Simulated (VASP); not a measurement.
Set up this calculation in VASP 6.6.1, as the native input.

```yaml
Task: single point
Functional: LDA
Potentials_or_basis: VASP PAW LDA potentials, release 64 (Pt)
Cutoff: 520 eV
k_mesh: 21 × 21 × 10
Occupations: gaussian, width 0.15 eV
Spin: no spin polarisation
Dipole_correction: no
Further_INCAR_settings: ALGO = Fast; EDIFF = 1e-06; NBANDS = 17
```

The structure of Pt lies in POSCAR:

```
Pt
1.0
    2.8619386323      0.0000000000      0.0000000000
   -1.4309693161      2.4785115596      0.0000000000
    0.0000000000      0.0000000000      4.9418131020
Pt
2
Direct
    0.6666666667      0.3333333333      0.7500000000
    0.3333333333      0.6666666667      0.2500000000
```

One way to write it, as run:

INCAR

```
PREC = Accurate
ENCUT = 520
EDIFF = 1E-6
ISMEAR = 0
SIGMA = 0.15
LREAL = False
LASPH = True
NELM = 60
ALGO = Fast
ISIF = 2
LWAVE = False
LCHARG = False
GGA = CA
NBANDS = 17
```

KPOINTS

```
Automatic mesh
0
Gamma
  21 21 10
```

Potentials or basis: VASP PAW LDA potentials, release 64 (Pt).

Run with:

```sh
$ cat potpaw_LDA.64/Pt/POTCAR > POTCAR
$ mpirun -np 1 vasp_std > vasp.out
```

It gave:

```
Pressure               : -31.4 GPa
Band gap on the k mesh : zero (band 10 reaches 8.77 eV, above the bottom of band 11 at 7.75 eV)
```

Caveat: spin-orbit coupling is left out, which moves the levels of the heavy elements.

Run time: 85 s on 1 thread of Intel(R) Xeon(R) Platinum 8375C CPU @ 2.90GHz (Ice Lake) (shared host), peak memory 0.25 GiB.
